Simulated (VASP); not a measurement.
# WSe2 (Pm) in VASP: single point with PBEsol

Aim: the single point of WSe2 with PBEsol.

All numbers are computed with VASP 6.6.1; they aren't measurements. Logs are shortened: lines on timing, memory, paths and dates and some standing lists are left out, and cuts for length are marked.

## (1) The cell of the first run

Symmetry: Pm, No. 6, monoclinic system. The conventional cell has a = 3.271 Å, b = 13.221 Å, c = 3.271 Å, α = 90.00°, β = 120.00°, γ = 90.00°. W (site symmetry m) has 6 Se at 2.52 Å and 6 W at 3.27 Å within 3.3 Å. Within 3.3 Å of W (site symmetry m) lie 6 Se at 2.39 to 2.63 Å and 6 W at 3.27 Å. Within 3.4 Å of Se (site symmetry 1) lie 3 W at 2.39 to 2.63 Å and 7 Se at 3.27 to 3.35 Å. Within 3.4 Å of Se (site symmetry 1) lie 3 W at 2.52 Å and 7 Se at 3.27 to 3.35 Å.

## (2) Single point, PBEsol (atoms displaced along a vibrational mode)

Contents of INCAR:

```
SYSTEM = WSe2
ALGO = Normal
EDIFF = 1E-6
ENCUT = 520
GGA = PS
ISIF = 2
ISMEAR = 0
LASPH = .True.
LCHARG = .False.
LREAL = .False.
LWAVE = .False.
NBANDS = 35
NELM = 100
PREC = Accurate
SIGMA = 0.05
```

Contents of KPOINTS:

```
k-points
0
Gamma
  12 12 2
  0 0 0
```

Contents of POSCAR:

```
WSe2
1.0
    3.2711504299      0.0000000000      0.0000000000
   -1.6355752149      2.8328993719      0.0000000000
    0.0000000000      0.0000000000     13.2206659015
W Se
2 4
Direct
    0.3333356327      0.6666683499      0.2500000000
    0.6959301271      0.3547556732      0.7500000000
    0.2992366112      0.6417061337      0.6233861490
    0.6666988760      0.3333569122      0.1233861490
    0.2992366112      0.6417061337      0.8766138510
    0.6666988760      0.3333569122      0.3766138510
```

Potentials or basis: VASP PAW PBE potentials, release 64 (W_sv, Se).

Command:

```console
cat potpaw_PBE.64/W_sv/POTCAR potpaw_PBE.64/Se/POTCAR > POTCAR
mpirun -np 1 vasp_std > vasp.out
```

OUTCAR:

```text
SYSTEM = WSe2
   EDIFF = 1E-6
   ENCUT = 520
   GGA = PS
   ISIF = 2
   ISMEAR = 0
   LASPH = .True.
   LREAL = .False.
   NELM = 100
   PREC = Accurate

 ion  position               nearest neighbor table
   1  0.333  0.667  0.250-   4 2.52   6 2.52   4 2.52   6 2.52   4 2.52   6 2.52
   2  0.696  0.355  0.750-   3 2.39   5 2.39   3 2.57   5 2.57   3 2.63   5 2.63
   3  0.299  0.642  0.623-   2 2.39   2 2.57   2 2.63
   4  0.667  0.333  0.123-   1 2.52   1 2.52   1 2.52
   5  0.299  0.642  0.877-   2 2.39   2 2.57   2 2.63
   6  0.667  0.333  0.377-   1 2.52   1 2.52   1 2.52

  LATTYP: Found a hexagonal cell.
 ALAT       =     3.2711504299
 C/A-ratio  =     4.0415952078

  Lattice vectors:

 A1 = (   3.2711504299,   0.0000000000,   0.0000000000)
 A2 = (  -1.6355752149,   2.8328993719,   0.0000000000)
 A3 = (   0.0000000000,   0.0000000000,  13.2206659015)

Analysis of symmetry for initial positions (statically):
=====================================================================
 Subroutine PRICEL returns:
 Original cell was already a primitive cell.

 Routine SETGRP: Setting up the symmetry group for a
 hexagonal supercell.

 Subroutine GETGRP returns: Found  2 space group operations
 (whereof  1 operations were pure point group operations)
 out of a pool of 24 trial point group operations.

The static configuration has the point symmetry C_1 .
 The point group associated with its full space group is C_1h.

Analysis of symmetry for dynamics (positions and initial velocities):
=====================================================================
 Subroutine PRICEL returns:
 Original cell was already a primitive cell.

 Routine SETGRP: Setting up the symmetry group for a
 hexagonal supercell.

 Subroutine GETGRP returns: Found  2 space group operations
 (whereof  1 operations were pure point group operations)
 out of a pool of 24 trial point group operations.

The dynamic configuration has the point symmetry C_1 .
 The point group associated with its full space group is C_1h.

 Subroutine INISYM returns: Found  2 space group operations
 (whereof  1 operations are pure point group operations),
 and found     1 'primitive' translations

----------------------------------------------------------------------------------------

                                     Primitive cell

  volume of cell :     122.5138

  direct lattice vectors                    reciprocal lattice vectors
     3.271150430  0.000000000  0.000000000     0.305702847  0.176497621  0.000000000
    -1.635575215  2.832899372  0.000000000     0.000000000  0.352995242  0.000000000
     0.000000000  0.000000000 13.220665902     0.000000000  0.000000000  0.075639155

  length of vectors
     3.271150430  3.271150430 13.220665902     0.352995242  0.352995242  0.075639155

  position of ions in fractional coordinates (direct lattice)
     0.333335633  0.666668350  0.250000000
     0.695930127  0.354755673  0.750000000
     0.299236611  0.641706134  0.623386149
     0.666698876  0.333356912  0.123386149
     0.299236611  0.641706134  0.876613851
     0.666698876  0.333356912  0.376613851

  ion indices of the primitive-cell ions
   primitive index   ion index
                 1           1
                 2           2
                 3           3
                 4           4
                 5           5
                 6           6

----------------------------------------------------------------------------------------

 KPOINTS: k-points

Automatic generation of k-mesh.
 Grid dimensions read from file:
 generate k-points for:   12   12    2

 Generating k-lattice:

  Cartesian coordinates                     Fractional coordinates (reciprocal lattice)
     0.025475237  0.014708135  0.000000000     0.083333333  0.000000000  0.000000000
     0.000000000  0.029416270  0.000000000     0.000000000  0.083333333  0.000000000
     0.000000000  0.000000000  0.037819578     0.000000000  0.000000000  0.500000000

  Length of vectors
     0.029416270  0.029416270  0.037819578

  Shift w.r.t. Gamma in fractional coordinates (k-lattice)
     0.000000000  0.000000000  0.000000000

 Subroutine IBZKPT returns following result:
 ===========================================

 Found    148 irreducible k-points:

 Following reciprocal coordinates:
            Coordinates               Weight
  0.000000  0.000000  0.000000      1.000000
  0.083333  0.000000  0.000000      2.000000
  0.000000  0.083333  0.000000      2.000000
 -0.083333  0.083333  0.000000      2.000000
  0.166667 -0.000000  0.000000      2.000000
  0.000000  0.166667  0.000000      2.000000
[... 16 lines left out ...]
  0.166667  0.083333  0.000000      2.000000
 -0.083333  0.250000  0.000000      2.000000
 [... further k-points ...]
   k-points           NKPTS =    148   k-points in BZ     NKDIM =    148   number of bands    NBANDS=     35
   number of dos      NEDOS =    301   number of ions     NIONS =      6
   total plane-waves  NPLWV =  56448
   dimension x,y,z NGX =    24 NGY =   24 NGZ =   98
   dimension x,y,z NGXF=    48 NGYF=   48 NGZF=  196
   ions per type =               2   4
   NGX,Y,Z   is equivalent  to a cutoff of  12.20, 12.20, 12.32 a.u.
   NGXF,Y,Z  is equivalent  to a cutoff of  24.39, 24.39, 24.65 a.u.
 SYSTEM =  WSe2
   PREC   = accura    normal or accurate (medium, high low for compatibility)
   ISTART =      0    job   : 0-new  1-cont  2-samecut
   ICHARG =      2    charge: 1-file 2-atom 10-const
   ISPIN  =      1    spin polarized calculation?
   LNONCOLLINEAR =      F non collinear calculations
   LSORBIT =      F    spin-orbit coupling
   LASPH  =      T    aspherical Exc in radial PAW
   ENCUT  =  520.0 eV  38.22 Ry    6.18 a.u.   6.08  6.08 24.58*2*pi/ulx,y,z
   NELM   =    100;   NELMIN=  2; NELMDL= -5     # of ELM steps
   EDIFF  = 0.1E-05   stopping-criterion for ELM
   LREAL  =      F    real-space projection
   EDIFFG = 0.1E-04   stopping-criterion for IOM
   NSW    =      0    number of steps for IOM
   IBRION =     -1    ionic relax: 0-MD 1-quasi-New 2-CG
   NFREE  =      0    steps in history (QN), initial steepest desc. (CG)
   ISIF   =      2    stress and relaxation
   ISYM   =      2    0-nonsym 1-usesym 2-fastsym
   POTIM  = 0.5000    time-step for ionic-motion
   TEBEG  =    0.0;   TEEND  =   0.0 temperature during run
   PSTRESS=    0.0 pullay stress
   NELECT =      52.0000    total number of electrons
   NUPDOWN=      -1.0000    fix difference up-down
   EMIN   =  10.00;   EMAX   =-10.00  energy-range for DOS
   EFERMI =   0.00;   METHOD = LEGACY
   ISMEAR =     0;   SIGMA  =   0.05  broadening in eV -4-tet -1-fermi 0-gaus
   EFERMI_NEDOS =   21; number of points for ismear=-14 and -15
   IALGO  =     38    algorithm
   IMIX   =      4    mixing-type and parameters
     AMIX     =   0.40;   BMIX     =  1.00
     AMIX_MAG =   1.60;   BMIX_MAG =  1.00
  volume/ion in A,a.u.               =      20.42       137.79
  Fermi-wavevector in a.u.,A,eV,Ry     =   1.230309  2.324947 20.594605  1.513661
  Thomas-Fermi vector in A             =   2.365163
   LORBIT       =      0    0 simple, 1 ext, 2 COOP (PROOUT), +10 PAW based schemes
   GGA     = PS    functional components
   LHFCALC =     F    Hartree Fock is set to
   AEXX    =    0.0000 exact exchange contribution
   IVDW    =     0    specifies the selected vdW correction
   LEPSILON=     F    determine dielectric tensor
   LRPA    =     F    only Hartree local field effects (RPA)
 non-spin polarized calculation
 Gauss-broadening in eV      SIGMA  =   0.05
  energy-cutoff  :      520.00
  volume of cell :      122.51
 maximum number of plane-waves:      3354
   NGX = 13   NGY = 13   NGZ = 49

 number of electron      51.9999998 magnetization

 Free energy of the ion-electron system (eV)
  ---------------------------------------------------
  ext. energy  EPLUGINS =         0.00000000
  ---------------------------------------------------
  free energy    TOTEN  =       -46.21866332 eV

  energy without entropy =      -46.21866332  energy(sigma->0) =      -46.21866332

 E-fermi :   6.1433     XC(G=0): -10.8331

 val. band max:        5.9182740768   @ k =   0.0000   0.0000   0.0000
 cond. band min:       6.9155768351   @ k =  -0.1667   0.3333   0.0000
 fundamental gap:      0.9973027582
 Fermi energy:         6.1432950284

 k-point     1 :       0.0000    0.0000    0.0000
  band No.  band energies     occupation
      1     -68.2249      2.00000
      2     -68.2000      2.00000
      3     -32.4978      2.00000
      4     -32.4902      2.00000
      5     -32.3429      2.00000
      6     -32.3408      2.00000
[... 27 lines left out ...]
     34       9.6060      0.00000
     35      10.6374      0.00000

 k-point     2 :       0.0833    0.0000    0.0000
  band No.  band energies     occupation
      1     -68.2242      2.00000
      2     -68.1992      2.00000
      3     -32.4943      2.00000
      4     -32.4869      2.00000
      5     -32.3602      2.00000
      6     -32.3578      2.00000
[... 27 lines left out ...]
     34       9.2613      0.00000
     35      11.2104      0.00000

 k-point     3 :       0.0000    0.0833    0.0000
  band No.  band energies     occupation
      1     -68.2242      2.00000
      2     -68.1993      2.00000
      3     -32.4947      2.00000
      4     -32.4869      2.00000
      5     -32.3575      2.00000
      6     -32.3490      2.00000
[... 27 lines left out ...]
     34       9.6946      0.00000
     35      11.2477      0.00000

 k-point     4 :      -0.0833    0.0833    0.0000
  band No.  band energies     occupation
      1     -68.2242      2.00000
      2     -68.1993      2.00000
      3     -32.4946      2.00000
      4     -32.4869      2.00000
      5     -32.3576      2.00000
      6     -32.3536      2.00000
[... 27 lines left out ...]
     34       9.6355      0.00000
     35      11.2544      0.00000

 k-point     5 :       0.1667   -0.0000    0.0000
  band No.  band energies     occupation
      1     -68.2221      2.00000
      2     -68.1971      2.00000
      3     -32.4847      2.00000
      4     -32.4780      2.00000
      5     -32.4075      2.00000
      6     -32.4040      2.00000
[... 638 lines left out ...]
 k-point    22 :      -0.1667    0.0833    0.0000
  band No.  band energies     occupation
      1     -68.2228      2.00000
      2     -68.1978      2.00000
      3     -32.4879      2.00000
      4     -32.4808      2.00000
      5     -32.3901      2.00000
      6     -32.3885      2.00000
[... 27 lines left out ...]
     34       9.4038      0.00000
     35      11.9605      0.00000

 k-point    23 :       0.1667    0.0833    0.0000
  band No.  band energies     occupation
      1     -68.2203      2.00000
      2     -68.1953      2.00000
      3     -32.4770      2.00000
      4     -32.4703      2.00000
      5     -32.4407      2.00000
      6     -32.4386      2.00000
[... 27 lines left out ...]
     34       9.9035      0.00000
     35      12.6137      0.00000

 k-point    24 :      -0.0833    0.2500    0.0000
  band No.  band energies     occupation
      1     -68.2203      2.00000
      2     -68.1955      2.00000
      3     -32.4792      2.00000
      4     -32.4703      2.00000
      5     -32.4404      2.00000
      6     -32.3915      2.00000
[... 27 lines left out ...]
     34      10.1139      0.00000
     35      12.5916      0.00000

 [... further k-points ...]

------------------------ aborting loop because EDIFF is reached ----------------------------------------

  FORCE on cell =-STRESS in cart. coord.  units (eV):
  Direction    XX          YY          ZZ          XY          YZ          ZX
  --------------------------------------------------------------------------------------
  -------------------------------------------------------------------------------------
  Total        1.7779835     -0.2929678      1.8310675      0.9896176      0.0000000      0.0000000
  in kB       23.2516251     -3.8312944     23.9458322     12.9417501      0.0000000      0.0000000
  external PRESSURE =      14.4553876 kB  Pullay stress =       0.0000000 kB

 VOLUME and BASIS-vectors are now :
 -----------------------------------------------------------------------------
  energy-cutoff  :      520.00
  volume of cell :      122.51
      direct lattice vectors                 reciprocal lattice vectors
     3.271150430  0.000000000  0.000000000     0.305702847  0.176497621  0.000000000
    -1.635575215  2.832899372  0.000000000     0.000000000  0.352995242  0.000000000
     0.000000000  0.000000000 13.220665902     0.000000000  0.000000000  0.075639155

 POSITION                                       TOTAL-FORCE (eV/Angst)
 -----------------------------------------------------------------------------------
      0.00000      1.88860      3.30517        -0.001510     -0.000796      0.000000
      1.69626      1.00499      9.91550        -2.632771     -2.430257      0.000000
     -0.07071      1.81789      8.24158         1.317148      1.216494     -0.486328
      1.63564      0.94437      1.63125        -0.000007     -0.000968     -0.065854
     -0.07071      1.81789     11.58942         1.317148      1.216494      0.486328
      1.63564      0.94437      4.97909        -0.000007     -0.000968      0.065854
 -----------------------------------------------------------------------------------
    total drift:                                0.000153      0.000056     -0.000000

  FREE ENERGIE OF THE ION-ELECTRON SYSTEM (eV)
  ---------------------------------------------------
  free  energy   TOTEN  =       -46.2186633232 eV

  energy  without entropy=      -46.2186633232  energy(sigma->0) =      -46.21866332
```

It took 6.3 min on 1 thread of Intel Xeon Platinum 8259CL at 2.50GHz (Skylake/Cascade Lake), shared host; peak memory 0.6 GiB.

What came out:

```
Free energy            : -46.2187 eV
Pressure               : 1.4 GPa
Largest force          : 3.583 eV/Å
Band gap on the k mesh : 1.00 eV (least direct gap 1.55 eV)
```

Forces on the atoms (eV/Å):
```
W   -0.002 -0.001  0.000
W   -2.633 -2.430  0.000
Se   1.317  1.216 -0.486
Se   0.000 -0.001 -0.066
Se   1.317  1.216  0.486
Se   0.000 -0.001  0.066
```

Levels at points of the mesh, in eV from the valence-band top:
| k point | band 23 | band 24 | band 25 | band 26 | band 27 | band 28 | band 29 | band 30 |
| --- | --- | --- | --- | --- | --- | --- | --- | --- |
| (0.00, 0.00, 0.00) | -1.13 | -1.06 | -0.58 | 0.00 | 1.94 | 2.45 | 2.85 | 2.85 |
| (0.50, 0.00, 0.00) | -1.62 | -1.25 | -1.11 | -0.86 | 2.21 | 2.33 | 2.49 | 2.81 |
| (0.00, 0.50, 0.00) | -1.56 | -1.26 | -1.07 | -0.52 | 2.31 | 2.34 | 2.48 | 2.74 |
| (0.50, 0.50, 0.00) | -1.76 | -1.26 | -1.07 | -0.38 | 2.28 | 2.33 | 2.50 | 2.70 |
| (0.00, 0.00, 0.50) | -1.38 | -0.58 | -0.25 | -0.20 | 1.94 | 2.46 | 2.84 | 2.86 |
| (0.50, 0.00, 0.50) | -1.58 | -1.24 | -1.06 | -0.91 | 2.21 | 2.32 | 2.65 | 2.69 |
| (0.00, 0.50, 0.50) | -1.56 | -1.25 | -1.06 | -0.53 | 2.32 | 2.36 | 2.66 | 2.68 |
| (0.50, 0.50, 0.50) | -1.75 | -1.25 | -1.06 | -0.39 | 2.30 | 2.32 | 2.65 | 2.71 |

Caveat: the cell differs from its parent crystal (atoms displaced along a vibrational mode); the PAW data sets were made with another functional, which shifts forces and pressure a little; spin-orbit coupling is left out, which moves the levels of the heavy elements; this functional lacks dispersion, which binds layers or chains, so the pressure and a relaxed spacing across them are unreliable.
